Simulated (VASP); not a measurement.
# TiAl: single point with PBEsol

The system is TiAl.

```
CELL_PARAMETERS angstrom
2.86726 0.00000 0.00000
-1.43363 2.47071 0.00000
0.00000 0.00000 4.67808
ATOMIC_POSITIONS crystal
Ti 0.00000 0.00000 0.00000
Al 0.33333 0.66667 0.50000
```

This cell differs from its parent crystal: strain -0.0050 x Voigt [0, 1, 0, 0, 0, 0].

```yaml
Program: VASP 6.6.1
Task: single point
Functional: PBEsol
Potentials_or_basis: VASP PAW PBE potentials, release 64 (Ti_sv, Al)
Cutoff: 520 eV
k_mesh: 18 × 18 × 10
Occupations: gaussian, width 0.15 eV
Spin: no spin polarisation
```

```
Pressure               : -2.4 GPa
Largest force          : 0.015 eV/Å
Band gap on the k mesh : zero (an odd number of electrons rules out a gap without spin polarisation)
```

Forces in eV/Å, atoms in the order of the input:
```
Ti   0.000 -0.015  0.000
Al   0.000  0.015  0.000
```

Stress tensor (GPa, compression positive):
```
-2.04  0.00  0.00
 0.00 -1.63  0.00
 0.00  0.00 -3.43
```

Levels at points of the mesh, in eV from the Fermi level:
| k point | band 4 | band 5 | band 6 | band 7 | band 8 | band 9 | band 10 | band 11 | band 12 | band 13 |
| --- | --- | --- | --- | --- | --- | --- | --- | --- | --- | --- |
| (0.00, 0.00, 0.00) | -32.27 | -8.95 | -2.32 | -1.85 | 1.25 | 1.32 | 2.77 | 2.79 | 3.89 | 12.88 |
| (0.50, 0.00, 0.00) | -32.41 | -3.72 | -2.82 | -1.55 | -1.00 | 2.12 | 3.99 | 4.09 | 4.13 | 5.36 |
| (0.00, 0.50, 0.00) | -32.42 | -3.69 | -2.77 | -1.54 | -1.00 | 2.09 | 4.00 | 4.09 | 4.16 | 5.41 |
| (0.00, 0.00, 0.50) | -32.27 | -8.06 | -5.29 | -0.45 | 1.27 | 1.33 | 2.70 | 2.72 | 6.75 | 10.98 |
| (0.50, 0.00, 0.50) | -32.41 | -3.66 | -2.42 | -1.84 | 0.53 | 0.94 | 1.93 | 2.92 | 3.99 | 6.57 |
| (0.00, 0.50, 0.50) | -32.42 | -3.63 | -2.38 | -1.84 | 0.58 | 0.96 | 1.89 | 2.94 | 4.00 | 6.61 |

Wall time 3.9 min on 1 thread of Intel(R) Xeon(R) 6975P-C (Granite Rapids) (shared host), peak memory 0.37 GiB.

Caveat: the cell differs from its parent crystal (strain -0.0050 x Voigt [0, 1, 0, 0, 0, 0]); the PAW data sets were made with another functional, which shifts forces and pressure a little.
